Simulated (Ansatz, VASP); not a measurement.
# GaOsC4N4: VASP beside Ansatz

```
CELL_PARAMETERS angstrom
5.79077 0.00000 0.00000
0.00000 5.79077 0.00000
0.00000 0.00000 5.79077
ATOMIC_POSITIONS crystal
Ga 0.50000 0.50000 0.50000
Os 0.00000 0.00000 0.00000
C 0.19424 0.19424 0.19424
C 0.19424 0.80576 0.80576
C 0.80576 0.19424 0.80576
C 0.80576 0.80576 0.19424
N 0.31252 0.31252 0.31252
N 0.31252 0.68748 0.68748
N 0.68748 0.31252 0.68748
N 0.68748 0.68748 0.31252
```

Alike in both runs: functional PBE; k mesh 4 × 4 × 4; occupations gaussian, width 0.1 eV; collinear spin.

Ansatz relaxed the structure, and its values are those at the end. VASP's run is a single point on that final structure, the one shown.

```csv
,VASP,Ansatz
version,VASP 6.6.1,Ansatz 0.2.0
potentials or method,"VASP PAW PBE potentials, release 64 (Ga_d, Os, C, N), cutoff 520 eV","scalar-relativistic, plane waves, PAW"
valence electrons in the cell,57,65
```

|  | VASP | Ansatz | Ansatz less VASP |
| --- | --- | --- | --- |
| gap on the k mesh at the Fermi level (eV) | 0.14 | 0.14 | -0.003 |
| least direct gap on the mesh (eV) | 0.56 | 0.56 | 0.000 |
| pressure (GPa) | 0.4 | -0.1 | -0.42 |
| rms of the force components (eV/Å) | 0.112 | 0.010 | -0.1018 |
| net moment per atom (μB) | 0.30 | 0.30 | 0.000 |
| size of the moment on the site where the two differ most (μB) | 1.28 | 0.62 | -0.667 |

Site moments also hang on the region over which each program counts them. VASP's potentials hold 57 valence electrons a cell and Ansatz's 65, so a difference there can come from the potentials and not from the codes.

Spin-orbit coupling is off throughout. Noted on VASP's run: the standard files for N, O and F lose accuracy on very short bonds.
